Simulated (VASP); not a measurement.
# TaTi4 (R-3m) in VASP: notebook

The runs below take TaTi4 through single point, with PBE.

All numbers are computed with VASP 6.6.1; they aren't measurements. Logs are shortened: lines on timing, memory, paths and dates and some standing lists are left out, and cuts for length are marked.

## 1. The cell of the first run

Symmetry: R-3m, No. 166, trigonal system. Conventional cell: a = 4.619 Å, b = 4.619 Å, c = 14.106 Å, α = 90.00°, β = 90.00°, γ = 120.00°. Ti (site symmetry 3m) has 11 Ti at 2.78 to 3.29 Å and 3 Ta at 2.82 Å within 3.7 Å. Within 3.7 Å of Ti (site symmetry 3m) lie 10 Ti at 2.78 to 3.29 Å and 4 Ta at 2.84 to 3.25 Å. Ta (site symmetry -3m) has 14 Ti at 2.82 to 3.25 Å within 3.7 Å.

## 2. Single point, PBE

File INCAR:

```
SYSTEM = TaTi4
PREC = Accurate
ENCUT = 520
EDIFF = 1E-6
ISMEAR = 0
SIGMA = 0.1
LREAL = .False.
LASPH = .True.
NELM = 80
ALGO = Fast
ISIF = 2
LWAVE = .False.
LCHARG = .True.
GGA = PE
LELF = .True.
LVHAR = .True.
NBANDS = 38
```

File KPOINTS:

```
regular mesh
0
Gamma
  12 12 12
  0 0 0
```

File POSCAR:

```
TaTi4
1.0
    2.3095309081      1.3334082915      4.7020715794
   -2.3095309081      1.3334082915      4.7020715794
    0.0000000000     -2.6668165830      4.7020715794
Ti Ta
4 1
Direct
    0.3984919991      0.3984919991      0.3984919991
    0.6015080009      0.6015080009      0.6015080009
    0.2011447662      0.2011447662      0.2011447662
    0.7988552338      0.7988552338      0.7988552338
    0.0000000000      0.0000000000      0.0000000000
```

Potentials or basis: VASP PAW PBE potentials, release 64 (Ti_sv, Ta_pv).

Command:

```bash
cat potpaw_PBE.64/Ti_sv/POTCAR potpaw_PBE.64/Ta_pv/POTCAR > POTCAR
mpirun -np 1 vasp_std > vasp.out
```

OUTCAR:

```text
SYSTEM = TaTi4
   PREC = Accurate
   ENCUT = 520
   EDIFF = 1E-6
   ISMEAR = 0
   LREAL = .False.
   LASPH = .True.
   NELM = 80
   ISIF = 2
   GGA = PE

 ion  position               nearest neighbor table
   1  0.398  0.398  0.398-   3 2.78   5 2.82   5 2.82   5 2.82   4 2.83   4 2.83   4 2.83   2 2.86

   2  0.602  0.602  0.602-   4 2.78   5 2.82   5 2.82   5 2.82   3 2.83   3 2.83   3 2.83   1 2.86

   3  0.201  0.201  0.201-   1 2.78   2 2.83   2 2.83   2 2.83   5 2.84   4 2.84   4 2.84   4 2.84
                             5 3.25   5 3.25   5 3.25
   4  0.799  0.799  0.799-   2 2.78   1 2.83   1 2.83   1 2.83   5 2.84   3 2.84   3 2.84   3 2.84
                             5 3.25   5 3.25   5 3.25
   5  0.000  0.000  0.000-   2 2.82   2 2.82   1 2.82   1 2.82   2 2.82   1 2.82   4 2.84   3 2.84
                             4 3.25   3 3.25   4 3.25   3 3.25   4 3.25   3 3.25

  LATTYP: Found a trigonal (rhomboedric) cell.
 ALAT       =     5.4056810695
 COS(alpha) =     0.6349295217

  Lattice vectors:

 A1 = (   2.3095309081,   1.3334082915,   4.7020715794)
 A2 = (  -2.3095309081,   1.3334082915,   4.7020715794)
 A3 = (   0.0000000000,  -2.6668165830,   4.7020715794)

Analysis of symmetry for initial positions (statically):
=====================================================================
 Subroutine PRICEL returns:
 Original cell was already a primitive cell.

 Routine SETGRP: Setting up the symmetry group for a
 trigonal (rhombohedral) supercell.

 Subroutine GETGRP returns: Found 12 space group operations
 (whereof 12 operations were pure point group operations)
 out of a pool of 12 trial point group operations.

The static configuration has the point symmetry D_3d.

Analysis of symmetry for dynamics (positions and initial velocities):
=====================================================================
 Subroutine PRICEL returns:
 Original cell was already a primitive cell.

 Routine SETGRP: Setting up the symmetry group for a
 trigonal (rhombohedral) supercell.

 Subroutine GETGRP returns: Found 12 space group operations
 (whereof 12 operations were pure point group operations)
 out of a pool of 12 trial point group operations.

The dynamic configuration has the point symmetry D_3d.

 Subroutine INISYM returns: Found 12 space group operations
 (whereof 12 operations are pure point group operations),
 and found     1 'primitive' translations

[... 94 lines left out ...]
   ISPIN  =      1    spin polarized calculation?
   LNONCOLLINEAR =      F non collinear calculations
   LSORBIT =      F    spin-orbit coupling
   LASPH  =      T    aspherical Exc in radial PAW
   ENCUT  =  520.0 eV  38.22 Ry    6.18 a.u.  10.05 10.05 10.05*2*pi/ulx,y,z
   NELM   =     80;   NELMIN=  2; NELMDL= -5     # of ELM steps
   EDIFF  = 0.1E-05   stopping-criterion for ELM
   LREAL  =      F    real-space projection
   EDIFFG = 0.1E-04   stopping-criterion for IOM
   NSW    =      0    number of steps for IOM
   IBRION =     -1    ionic relax: 0-MD 1-quasi-New 2-CG
   NFREE  =      0    steps in history (QN), initial steepest desc. (CG)
   ISIF   =      2    stress and relaxation
   ISYM   =      2    0-nonsym 1-usesym 2-fastsym
   POTIM  = 0.5000    time-step for ionic-motion
   TEBEG  =    0.0;   TEEND  =   0.0 temperature during run
   PSTRESS=    0.0 pullay stress
   NELECT =      59.0000    total number of electrons
   NUPDOWN=      -1.0000    fix difference up-down
   EMIN   =  10.00;   EMAX   =-10.00  energy-range for DOS
   EFERMI =   0.00;   METHOD = LEGACY
   ISMEAR =     0;   SIGMA  =   0.10  broadening in eV -4-tet -1-fermi 0-gaus
   EFERMI_NEDOS =   21; number of points for ismear=-14 and -15
   IALGO  =     68    algorithm
   IMIX   =      4    mixing-type and parameters
     AMIX     =   0.40;   BMIX     =  1.00
     AMIX_MAG =   1.60;   BMIX_MAG =  1.00
  volume/ion in A,a.u.               =      17.38       117.26
  Fermi-wavevector in a.u.,A,eV,Ry     =   1.438963  2.719246 28.172430  2.070615
  Thomas-Fermi vector in A             =   2.557872
   LORBIT       =      0    0 simple, 1 ext, 2 COOP (PROOUT), +10 PAW based schemes
   GGA     = PE    functional components
   LHFCALC =     F    Hartree Fock is set to
   AEXX    =    0.0000 exact exchange contribution
   IVDW    =     0    specifies the selected vdW correction
   LEPSILON=     F    determine dielectric tensor
   LRPA    =     F    only Hartree local field effects (RPA)
 non-spin polarized calculation
 RMM-DIIS sequential band-by-band and
 Gauss-broadening in eV      SIGMA  =   0.10
  energy-cutoff  :      520.00
  volume of cell :       86.88
 maximum number of plane-waves:      2364
   NGX = 21   NGY = 21   NGZ = 21

 number of electron      58.9999999 magnetization

 Free energy of the ion-electron system (eV)
  ---------------------------------------------------
  ext. energy  EPLUGINS =         0.00000000
  ---------------------------------------------------
  free energy    TOTEN  =       -42.68905244 eV

  energy without entropy =      -42.63316735  energy(sigma->0) =      -42.66110989

 E-fermi :   7.6300     XC(G=0): -11.7660

 val. band max:        7.6299239991   @ k =  -0.2500   0.4167   0.1667
 cond. band min:       7.6313997607   @ k =   0.3333   0.1667   0.0833
 fundamental gap:      0.0014757617
 Fermi energy:         7.6300491097

 k-point     1 :       0.0000    0.0000    0.0000
  band No.  band energies     occupation
      1     -48.8922      2.00000
      2     -48.7935      2.00000
      3     -48.6790      2.00000
      4     -48.6579      2.00000
      5     -26.1253      2.00000
      6     -26.1089      2.00000
[... 973 lines left out ...]
     37      10.0376      0.00000
     38      10.2003      0.00000

 [... further k-points ...]
[... 5 lines left out ...]
  --------------------------------------------------------------------------------------
  -------------------------------------------------------------------------------------
  Total       -0.1052864     -0.1052864     -0.1184808      0.0000000      0.0000000      0.0000000
  in kB       -1.9415810     -1.9415810     -2.1848977      0.0000000      0.0000000      0.0000000
  external PRESSURE =      -2.0226866 kB  Pullay stress =       0.0000000 kB

 VOLUME and BASIS-vectors are now :
 -----------------------------------------------------------------------------
  energy-cutoff  :      520.00
  volume of cell :       86.88
      direct lattice vectors                 reciprocal lattice vectors
     2.309530908  1.333408292  4.702071579     0.216494180  0.124992973  0.070890740
    -2.309530908  1.333408292  4.702071579    -0.216494180  0.124992973  0.070890740
     0.000000000 -2.666816583  4.702071579     0.000000000 -0.249985946  0.070890740

 POSITION                                       TOTAL-FORCE (eV/Angst)
 -----------------------------------------------------------------------------------
      0.00000      0.00000      5.62121         0.000000     -0.000000      0.003863
      0.00000      0.00000      8.48500         0.000000      0.000000     -0.003863
      0.00000      0.00000      2.83739         0.000000     -0.000000      0.002529
      0.00000      0.00000     11.26882         0.000000      0.000000     -0.002529
      0.00000      0.00000      0.00000        -0.000000     -0.000000     -0.000000
 -----------------------------------------------------------------------------------
    total drift:                                0.000000     -0.000000      0.000000

  FREE ENERGIE OF THE ION-ELECTRON SYSTEM (eV)
  ---------------------------------------------------
  free  energy   TOTEN  =       -42.6890524368 eV

  energy  without entropy=      -42.6331673505  energy(sigma->0) =      -42.66110989
```

stdout:

```text
POSCAR found type information on POSCAR TiTa
 POSCAR found :  2 types and       5 ions
 scaLAPACK will be used
 LDA part: xc-table for (Slater+PW92), standard interpolation
 POSCAR, INCAR and KPOINTS ok, starting setup
 FFT: planning ... GRIDC
 FFT: planning ... GRID_SOFT
 FFT: planning ... GRID
 WAVECAR not read
 entering main loop
WARNING in EDDRMM: call to ZHEGV failed, returncode =   8  4     27
WARNING in EDDRMM: call to ZHEGV failed, returncode =   8  4      9
WARNING in EDDRMM: call to ZHEGV failed, returncode =   8  4     34
WARNING in EDDRMM: call to ZHEGV failed, returncode =   8  4     10
WARNING in EDDRMM: call to ZHEGV failed, returncode =   8  4      6
WARNING in EDDRMM: call to ZHEGV failed, returncode =   6  3      8
WARNING in EDDRMM: call to ZHEGV failed, returncode =   6  3     20
WARNING in EDDRMM: call to ZHEGV failed, returncode =   6  3     19
WARNING in EDDRMM: call to ZHEGV failed, returncode =   8  4     18
WARNING in EDDRMM: call to ZHEGV failed, returncode =   8  4     12
[... 13 lines left out ...]
WARNING in EDDRMM: call to ZHEGV failed, returncode =   6  3     20
WARNING in EDDRMM: call to ZHEGV failed, returncode =   6  3     18
WARNING in EDDRMM: call to ZHEGV failed, returncode =   8  4     14
WARNING in EDDRMM: call to ZHEGV failed, returncode =   6  3     21
WARNING in EDDRMM: call to ZHEGV failed, returncode =   6  3     20
WARNING in EDDRMM: call to ZHEGV failed, returncode =   8  4      9
WARNING in EDDRMM: call to ZHEGV failed, returncode =   8  4      9
WARNING in EDDRMM: call to ZHEGV failed, returncode =   8  4     20
WARNING in EDDRMM: call to ZHEGV failed, returncode =   8  4     20
WARNING in EDDRMM: call to ZHEGV failed, returncode =   8  4      6
```

It took 23 min on 1 thread of Intel Xeon 6975P-C (Granite Rapids), shared host; peak memory 0.64 GiB.

Results:

| Item | Value |
| --- | --- |
| Free energy | -42.6891 eV |
| Pressure | -0.2 GPa |
| Largest force | 0.004 eV/Å |
| Band gap on the k mesh | zero (an odd number of electrons rules out a gap without spin polarisation) |

Forces on the atoms (eV/Å):
```
Ti   0.000  0.000  0.004
Ti   0.000  0.000 -0.004
Ti   0.000  0.000  0.003
Ti   0.000  0.000 -0.003
Ta   0.000  0.000  0.000
```

Levels at points of the mesh, in eV from the Fermi level:
```
           k point  band 25  band 26  band 27  band 28  band 29  band 30  band 31  band 32  band 33  band 34
(0.00, 0.00, 0.00)    -1.18    -1.10    -1.10    -0.78    -0.61    -0.61     0.39     0.40     0.94     0.96
(0.50, 0.00, 0.00)    -0.97    -0.65    -0.58    -0.58    -0.27     0.04     0.23     0.44     0.60     1.24
(0.50, 0.50, 0.00)    -1.18    -0.75    -0.73    -0.56    -0.38    -0.20    -0.14     0.94     1.01     1.21
(0.50, 0.50, 0.50)    -0.96    -0.85    -0.85    -0.40    -0.40     0.10     0.10     0.13     0.13     2.64
```

Caveat: spin-orbit coupling is left out, which moves the levels of the heavy elements.

## 3. Single point, PBE, collinear spin

This run uses another cell than the first one, of 17.50 Å³/atom.

File INCAR:

```
PREC = Accurate
ENCUT = 520
EDIFF = 1E-6
ISMEAR = 0
SIGMA = 0.1
LREAL = F
LASPH = T
NELM = 150
ALGO = Normal
ISIF = 2
LWAVE = F
LCHARG = F
ISPIN = 2
MAGMOM = 1 1 1 1 0
LORBIT = 11
LMAXMIX = 4
GGA = PE
NBANDS = 42
```

File KPOINTS:

```
regular mesh
0
Gamma
  6 6 6
```

File POSCAR:

```
TaTi4
1.0
    2.3126210055      1.3351923600      4.7218994161
   -2.3126210055      1.3351923600      4.7218994161
    0.0000000000     -2.6703847201      4.7218994161
Ti Ta
4 1
Direct
    0.3991299102      0.3991299102      0.3991299102
    0.6008700898      0.6008700898      0.6008700898
    0.2020423974      0.2020423974      0.2020423974
    0.7979576026      0.7979576026      0.7979576026
    0.0000000000      0.0000000000      0.0000000000
```

Potentials or basis: VASP PAW PBE potentials, release 64 (Ti_sv, Ta_pv).

Command:

```bash
cat potpaw_PBE.64/Ti_sv/POTCAR potpaw_PBE.64/Ta_pv/POTCAR > POTCAR
mpirun -np 1 vasp_std > vasp.out
```

Run time: 5.4 min. Hardware: 1 thread of AMD EPYC 9R45 (Zen 5), shared host; peak memory 0.37 GiB.

It converged, with:

| Property | Result |
| --- | --- |
| Free energy | -42.6956 eV |
| Pressure | -1.0 GPa |
| Largest force | 0.076 eV/Å |
| Net moment | 0.00 μB per cell |
| Valence electrons inside the program's atomic spheres | Ti 10.29, 10.25 (each value once); Ta 8.87 |

Forces in eV/Å, atoms in the order of the input:
```
Ti   0.000  0.000 -0.076
Ti   0.000  0.000  0.076
Ti   0.000  0.000 -0.059
Ti   0.000  0.000  0.059
Ta   0.000  0.000  0.000
```

Stress tensor (GPa, compression positive):
```
-0.82  0.00  0.00
 0.00 -0.82  0.00
 0.00  0.00 -1.39
```

Levels at points of the mesh, in eV from the Fermi level:
Spin up:
| k point | band 27 | band 28 | band 29 | band 30 | band 31 | band 32 |
| --- | --- | --- | --- | --- | --- | --- |
| (0.00, 0.00, 0.00) | -1.11 | -0.83 | -0.59 | -0.59 | 0.39 | 0.39 |
| (0.50, 0.00, 0.00) | -0.60 | -0.58 | -0.28 | 0.04 | 0.22 | 0.47 |
| (0.50, 0.50, 0.00) | -0.72 | -0.56 | -0.39 | -0.20 | -0.15 | 0.95 |
| (0.50, 0.50, 0.50) | -0.86 | -0.41 | -0.41 | 0.09 | 0.09 | 0.13 |
Spin down:
```csv
k point,band 25,band 26,band 27,band 28,band 29,band 30,band 31,band 32,band 33,band 34
"(0.00, 0.00, 0.00)",-1.18,-1.11,-1.11,-0.83,-0.59,-0.59,0.39,0.39,0.93,0.93
"(0.50, 0.00, 0.00)",-0.96,-0.65,-0.60,-0.58,-0.28,0.04,0.22,0.47,0.58,1.19
"(0.50, 0.50, 0.00)",-1.14,-0.77,-0.72,-0.56,-0.39,-0.20,-0.15,0.95,0.96,1.19
"(0.50, 0.50, 0.50)",-0.94,-0.86,-0.86,-0.41,-0.41,0.09,0.09,0.13,0.13,2.61
```

Caveat: spin-orbit coupling is left out, which moves the levels of the heavy elements.
